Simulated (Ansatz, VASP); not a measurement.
# TaS2: VASP beside Ansatz

INCAR

```
SYSTEM = TaS2
ALGO = Normal ; DIPOL = 0.5 0.5 0.500
EDIFF = 1E-6 ; ENCUT = 400
GGA = CA ; GGA_COMPAT = .False.
IDIPOL = 3 ; ISIF = 2
ISMEAR = 0 ; LASPH = .True.
LCHARG = .False. ; LDIPOL = .True.
LREAL = .False. ; LWAVE = .False.
NBANDS = 18 ; NELM = 120
NELMDL = -8 ; PREC = Accurate
SIGMA = 0.05
```

Contents of KPOINTS:

```
k-points
0
Gamma
  12 12 1
  0 0 0
```

POSCAR

```
TaS2
1.0
    3.3037021630      0.0000000000      0.0000000000
   -1.6518510810      2.8610899990      0.0000000000
    0.0000000000      0.0000000000     26.0992310040
S Ta
2 1
Direct
    0.6666666667      0.3333333333      0.4415765257
    0.3333333333      0.6666666667      0.5584234743
    0.0000000000      0.0000000000      0.5000000000
```

Input for Ansatz:

```yaml
crystal:
  lattice:
    - [3.303702163, 0.0, 0.0]
    - [-1.651851081, 2.861089999, 0.0]
    - [0.0, 0.0, 26.099231004]
  atoms:
    - { symbol: S, position: [0.6666666667, 0.3333333333, 0.4415765257] }
    - { symbol: Ta, position: [0.0, 0.0, 0.5] }
    - { symbol: S, position: [0.3333333333, 0.6666666667, 0.5584234743] }
  periodic: [true, true, false]
basis:
  ecutwfc: 420
kpoints:
  mp_grid: { grid: [12, 12, 1] }
  band_path:
    path:
      - [0.0, 0.0, 0.0]
      - [0.013660698, 0.0, 0.0]
      - [0.486339302, 0.0, 0.0]
      - [0.055555556, 0.0, 0.0]
      - [0.111111111, 0.0, 0.0]
      - [0.166666667, 0.0, 0.0]
      - [0.222222222, 0.0, 0.0]
      - [0.277777778, 0.0, 0.0]
      - [0.333333333, 0.0, 0.0]
      - [0.388888889, 0.0, 0.0]
      - [0.444444444, 0.0, 0.0]
      - [0.5, 0.0, 0.0]
      - [0.492112992, 0.015774016, 0.0]
      - [0.341220341, 0.317559317, 0.0]
      - [0.481481481, 0.037037037, 0.0]
      - [0.462962963, 0.074074074, 0.0]
      - [0.444444444, 0.111111111, 0.0]
      - [0.425925926, 0.148148148, 0.0]
      - [0.407407407, 0.185185185, 0.0]
      - [0.388888889, 0.222222222, 0.0]
      - [0.37037037, 0.259259259, 0.0]
      - [0.351851852, 0.296296296, 0.0]
      - [0.333333333, 0.333333333, 0.0]
      - [0.325446325, 0.325446325, 0.0]
      - [0.007887008, 0.007887008, 0.0]
      - [0.296296296, 0.296296296, 0.0]
      - [0.259259259, 0.259259259, 0.0]
      - [0.222222222, 0.222222222, 0.0]
      - [0.185185185, 0.185185185, 0.0]
      - [0.148148148, 0.148148148, 0.0]
      - [0.111111111, 0.111111111, 0.0]
      - [0.074074074, 0.074074074, 0.0]
      - [0.037037037, 0.037037037, 0.0]
    npoints: 1
scf:
  occupations: { method: gaussian, width: 0.05 }
  n_extra_bands: 6
hamiltonian:
  xc: lda
  pseudopotentials: { kind: paw, azcp: { folder: soft_1 } }
output:
  eigenvalues: true
  forces: true
  stress: true
```

Alike in both runs: task single point; functional LDA; k mesh 12 × 12 × 1; occupations gaussian, width 0.05 eV; no spin polarisation.

|  | VASP | Ansatz |
| --- | --- | --- |
| version | VASP 6.6.1 | Ansatz 0.2.0 |
| potentials or method | VASP PAW LDA potentials, release 64 (S, Ta_pv), cutoff 400 eV | plane-wave PAW, scalar-relativistic |
| valence electrons in the cell | 23 | 25 |

|  | VASP | Ansatz | Ansatz less VASP |
| --- | --- | --- | --- |
| rms of the force components (eV/Å) | 0.024 | 0.000 | -0.0234 |

Ansatz warns that its potentials were made for another functional, while VASP's fit it. LDA's correlation is that of Perdew and Zunger in VASP and of Perdew and Wang (1992) in Ansatz. VASP's potentials hold 23 valence electrons a cell and Ansatz's 25, so a difference there can come from the potentials and not from the codes. Ansatz's warnings: slab cell height set.

Neither program's run includes spin-orbit coupling.
